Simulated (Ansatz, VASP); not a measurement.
## One calculation of HfO2, two programs

File INCAR:

```
ALGO     = Normal         # electronic algorithm
EDIFF    = 1E-7           # SCF threshold, eV
ENCUT    = 520            # plane-wave cutoff, eV
GGA      = PE             # functional
ISIF     = 2              # what is computed and relaxed
ISMEAR   = 0              # smearing method
LASPH    = T              # aspherical terms in the spheres
LCHARG   = T              # write CHGCAR
LELF     = T              # ELF
LREAL    = F              # projectors in reciprocal space
LVHAR    = T            
LWAVE    = F              # write WAVECAR
NBANDS   = 31             # bands
NELM     = 80             # most SCF steps
PREC     = Accurate       # precision mode
SIGMA    = 0.05           # smearing width, eV
```

Contents of KPOINTS:

```
k-points
0
Gamma
  6 6 8
```

POSCAR

```
HfO2
1.0
    4.8812946518      0.0000000000      0.0000000000
    0.0000000000      4.8812946518      0.0000000000
    0.0000000000      0.0000000000      3.2380276120
Hf O
2 4
Direct
   -0.0499768723     -0.0499768723     -0.0532731714
    0.5000000000      0.5000000000      0.5000000000
    0.1948368017      0.8051631983      0.5000000000
    0.3051631983      0.3051631983      0.0000000000
    0.6948368017      0.6948368017      0.0000000000
    0.8051631983      0.1948368017      0.5000000000
```

Input for Ansatz:

```yaml
crystal:
  lattice:
    - [4.8812946518, 0.0, 0.0]
    - [0.0, 4.8812946518, 0.0]
    - [0.0, 0.0, 3.238027612]
  atoms:
    - { symbol: Hf, position: [-0.0499768723, -0.0499768723, -0.0532731714] }
    - { symbol: Hf, position: [0.5, 0.5, 0.5] }
    - { symbol: O, position: [0.1948368017, 0.8051631983, 0.5] }
    - { symbol: O, position: [0.3051631983, 0.3051631983, 0.0] }
    - { symbol: O, position: [0.6948368017, 0.6948368017, 0.0] }
    - { symbol: O, position: [0.8051631983, 0.1948368017, 0.5] }
basis:
  ecutwfc: 420
kpoints:
  mp_grid: { grid: [6, 6, 8] }
hamiltonian:
  xc: pbe
  pseudopotentials: { kind: paw, azcp: { folder: soft_1 } }
scf:
  occupations: { method: gaussian, width: 0.05 }
output:
  forces: true
  stress: true
  eigenvalues: true
```

Alike in both runs: task single point; functional PBE; k mesh 6 × 6 × 8; occupations gaussian, width 0.05 eV; no spin polarisation.

|  | VASP | Ansatz |
| --- | --- | --- |
| version | VASP 6.6.1 | Ansatz 0.2.0 |
| potentials or method | VASP PAW PBE potentials, release 64 (Hf_pv, O), cutoff 520 eV | scalar-relativistic, plane waves, PAW |
| valence electrons in the cell | 44 | 76 |

```csv
,VASP,Ansatz,Ansatz less VASP
gap on the k mesh at the Fermi level (eV),3.08,3.12,+0.041
least direct gap on the mesh (eV),3.08,3.12,+0.041
pressure (GPa),6.4,9.0,+2.61
"traceless stress, the component that is largest in VASP (GPa)",13.92,13.99,+0.073
rms of the force components (eV/Å),2.809,2.822,+0.0130
```

Atom by atom the forces differ by 0.039 eV/Å (rms over components). VASP's potentials hold 44 valence electrons a cell and Ansatz's 76, so a difference there can come from the potentials and not from the codes.

Spin-orbit coupling is off throughout.
